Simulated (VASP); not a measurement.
Ga, 4 atoms in the cell. The structure is orthorhombic, space group Cmce (No. 64). The conventional cell has a = 4.553 Å, b = 7.712 Å, c = 4.554 Å, α = 90.00°, β = 90.00°, γ = 90.00°. Within 3.3 Å of Ga (site symmetry m) lie 7 Ga at 2.50 to 2.81 Å. 

| Quantity | Value |
| --- | --- |
| Program | VASP 6.6.1 |
| Task | single point |
| Functional | PBE |
| Potentials or basis | VASP PAW PBE potentials, release 64 (Ga_d) |
| Cutoff | 520 eV |
| k mesh | 7 × 7 × 6 |
| Occupations | fermi-dirac, width 0.05 eV |
| Spin | no spin polarisation |
| Dipole correction | no |
| Further INCAR settings | ALGO = Fast; EDIFF = 1e-07; NBANDS = 34 |

Potentials or basis: VASP PAW PBE potentials, release 64 (Ga_d).

Command:

```sh
$ cat potpaw_PBE.64/Ga_d/POTCAR > POTCAR
$ mpirun -np 1 vasp_std > vasp.out
```

Hardware: 1 thread of Intel(R) Xeon(R) Platinum 8559C (Emerald Rapids), on a shared host.

How long does it take, and how much memory?

It took 2.1 min on 1 thread of Intel(R) Xeon(R) Platinum 8559C (Emerald Rapids) (shared host), peak memory 0.28 GiB. Counts: scf iterations 16, k points 64.
